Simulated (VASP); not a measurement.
# Nb (I4/mmm) in VASP: a series of runs, part 2 of 2

VASP 6.6.1.

### 4 Electric field gradients, PBEsol (zz strain of +1 %)

The input, INCAR:

```
ALGO = Normal
EDIFF = 1E-8
ENCUT = 520
GGA = PS
ISIF = 2
ISMEAR = -1
LASPH = T
LCHARG = F
LEFG = T
LREAL = F
LWAVE = F
NBANDS = 12
NELM = 80
PREC = Accurate
SIGMA = 0.08
```

The input, KPOINTS:

```
k-points
0
Gamma
  13 13 13
```

The input, POSCAR:

```
Nb
1.0
    0.0000000000      2.1150000000      2.1361500000
    2.1150000000      0.0000000000      2.1361500000
    2.1150000000      2.1150000000      0.0000000000
Nb
1
Direct
    0.0000000000      0.0000000000      0.0000000000
```

Potentials or basis: VASP PAW PBE potentials, release 64 (Nb_sv).

Command:

```console
> cat potpaw_PBE.64/Nb_sv/POTCAR > POTCAR
> mpirun -np 1 vasp_std > vasp.out
```

OUTCAR:

```text
EDIFF = 1E-8
   ENCUT = 520
   GGA = PS
   ISIF = 2
   ISMEAR = -1
   LASPH = T
   LREAL = F
   NELM = 80
   PREC = Accurate

 ion  position               nearest neighbor table
   1  0.000  0.000  0.000-

  LATTYP: Found a body centered tetragonal cell.
 ALAT       =     2.9910616844
 C/A-ratio  =     1.4283556980

  Lattice vectors:

 A1 = (  -2.1150000000,   0.0000000000,   2.1361500000)
 A2 = (   2.1150000000,   0.0000000000,   2.1361500000)
 A3 = (   0.0000000000,   2.1150000000,  -2.1361500000)

Analysis of symmetry for initial positions (statically):
=====================================================================
 Subroutine PRICEL returns:
 Original cell was already a primitive cell.

 Routine SETGRP: Setting up the symmetry group for a
 body centered tetragonal supercell.

 Subroutine GETGRP returns: Found 16 space group operations
 (whereof 16 operations were pure point group operations)
 out of a pool of 16 trial point group operations.

The static configuration has the point symmetry D_4h.

Analysis of symmetry for dynamics (positions and initial velocities):
=====================================================================
 Subroutine PRICEL returns:
 Original cell was already a primitive cell.

 Routine SETGRP: Setting up the symmetry group for a
 body centered tetragonal supercell.

 Subroutine GETGRP returns: Found 16 space group operations
 (whereof 16 operations were pure point group operations)
 out of a pool of 16 trial point group operations.

The dynamic configuration has the point symmetry D_4h.

[... 159 lines left out ...]
      8      10.7351      0.21002
      9      13.1453      0.00000
     10      13.2978      0.00000
     11      22.3964      0.00000
     12      26.8623      0.00000
[... 331 lines left out ...]
 k-point    24 :       0.4615    0.1538    0.0000
  band No.  band energies     occupation
      1     -43.9514      2.00000
      2     -20.5594      2.00000
      3     -19.8548      2.00000
      4     -19.7720      2.00000
      5       7.4174      2.00000
      6       9.5709      1.99999
      7      10.5166      1.28622
      8      11.3744      0.00008
      9      15.2027      0.00000
     10      15.6295      0.00000
     11      21.1119      0.00000
     12      23.9640      0.00000

 [... further k-points ...]

------------------------ aborting loop because EDIFF is reached ----------------------------------------

  FORCE on cell =-STRESS in cart. coord.  units (eV):
  Direction    XX          YY          ZZ          XY          YZ          ZX
  --------------------------------------------------------------------------------------
  -------------------------------------------------------------------------------------
  Total       -1.0975357     -1.0975357     -0.8104107      0.0000000      0.0000000     -0.0000000
  in kB      -92.0124814    -92.0124814    -67.9412113      0.0000000      0.0000000     -0.0000000
  external PRESSURE =     -83.9887247 kB  Pullay stress =       0.0000000 kB

 VOLUME and BASIS-vectors are now :
 -----------------------------------------------------------------------------
  energy-cutoff  :      520.00
  volume of cell :       19.11
      direct lattice vectors                 reciprocal lattice vectors
     0.000000000  2.115000000  2.136150000    -0.236406619  0.236406619  0.234065960
     2.115000000  0.000000000  2.136150000     0.236406619 -0.236406619  0.234065960
     2.115000000  2.115000000  0.000000000     0.236406619  0.236406619 -0.234065960

 POSITION                                       TOTAL-FORCE (eV/Angst)
 -----------------------------------------------------------------------------------
      0.00000      0.00000      0.00000         0.000000      0.000000      0.000000
 -----------------------------------------------------------------------------------
    total drift:                                0.000000      0.000000      0.000000

  FREE ENERGIE OF THE ION-ELECTRON SYSTEM (eV)
  ---------------------------------------------------
  free  energy   TOTEN  =       -10.5951810684 eV

  energy  without entropy=      -10.5620677087  energy(sigma->0) =      -10.57862439

 Electric field gradients (V/A^2)
---------------------------------------------------------------------
 ion       V_xx      V_yy      V_zz      V_xy      V_xz      V_yz
---------------------------------------------------------------------
   1       2.773     2.773    -5.546     0.000     0.000     0.000
---------------------------------------------------------------------

 Electric field gradients after diagonalization (V/A^2)
 (convention: |V_zz| > |V_xx| > |V_yy|)
----------------------------------------------------------------------
 ion       V_xx      V_yy      V_zz     asymmetry (V_yy - V_xx)/ V_zz
----------------------------------------------------------------------
   1       2.773     2.773    -5.546       0.000
----------------------------------------------------------------------

           NMR quadrupolar parameters

 Cq : quadrupolar parameter    Cq=e*Q*V_zz/h
 eta: asymmetry parameters     (V_yy - V_xx)/ V_zz
 Q  : nuclear electric quadrupole moment in mb (millibarn)
----------------------------------------------------------------------
 ion       Cq(MHz)       eta       Q (mb)
----------------------------------------------------------------------
   1      -0.013       0.000       1.000
----------------------------------------------------------------------
```

OSZICAR:

```text
N       E                     dE             d eps       ncg     rms          rms(c)
DAV:   1     0.114237711365E+03    0.11424E+03   -0.72162E+03  4704   0.107E+03
DAV:   2    -0.634698618450E+01   -0.12058E+03   -0.11638E+03  5108   0.383E+02
DAV:   3    -0.108751162947E+02   -0.45281E+01   -0.43382E+01  6796   0.646E+01
DAV:   4    -0.111568066272E+02   -0.28169E+00   -0.27964E+00  6612   0.149E+01
DAV:   5    -0.111676815848E+02   -0.10875E-01   -0.10870E-01  7008   0.243E+00    0.670E+00
DAV:   6    -0.106583598049E+02    0.50932E+00   -0.77393E-01  7512   0.106E+01    0.233E+00
DAV:   7    -0.105922921199E+02    0.66068E-01   -0.21995E-01  7756   0.557E+00    0.102E+00
DAV:   8    -0.105951264440E+02   -0.28343E-02   -0.13261E-02  5620   0.149E+00    0.469E-02
DAV:   9    -0.105951660869E+02   -0.39643E-04   -0.83292E-04  7868   0.313E-01    0.308E-02
DAV:  10    -0.105951815327E+02   -0.15446E-04   -0.15270E-05  5672   0.474E-02    0.125E-02
DAV:  11    -0.105951810829E+02    0.44977E-06   -0.83213E-06  6548   0.448E-02    0.215E-03
DAV:  12    -0.105951811339E+02   -0.51005E-07   -0.73475E-07  6988   0.788E-03    0.714E-04
DAV:  13    -0.105951810657E+02    0.68221E-07   -0.14061E-08  5500   0.113E-03    0.223E-04
DAV:  14    -0.105951810684E+02   -0.27078E-08   -0.37403E-09  3620   0.634E-04
   1 F= -.10595181E+02 E0= -.10578624E+02  d E =-.331134E-01
```

Run time: 14 s. Hardware: 1 thread of Intel Xeon 6975P-C (Granite Rapids), shared host; peak memory 0.17 GiB.

Results:

```
Free energy : -10.5952 eV
Pressure    : -8.4 GPa
```

Levels at points of the mesh, in eV from the Fermi level:
| k point | band 3 | band 4 | band 5 | band 6 | band 7 | band 8 | band 9 | band 10 |
| --- | --- | --- | --- | --- | --- | --- | --- | --- |
| (0.00, 0.00, 0.00) | -30.14 | -30.14 | -6.19 | 0.06 | 0.17 | 0.17 | 2.58 | 2.73 |

Electric field gradients, principal values (V/Å²):
| atom | least | middle | greatest (by size) |
| --- | --- | --- | --- |
| 1 Nb | 2.773 | 2.773 | -5.546 |

Caveat: the cell differs from its parent crystal (zz strain of +1 %); without QUAD_EFG the Cq values of the log hold for a quadrupole moment of 1 mb, not for the nuclei; the PAW data sets were made with another functional, which shifts forces and pressure a little.
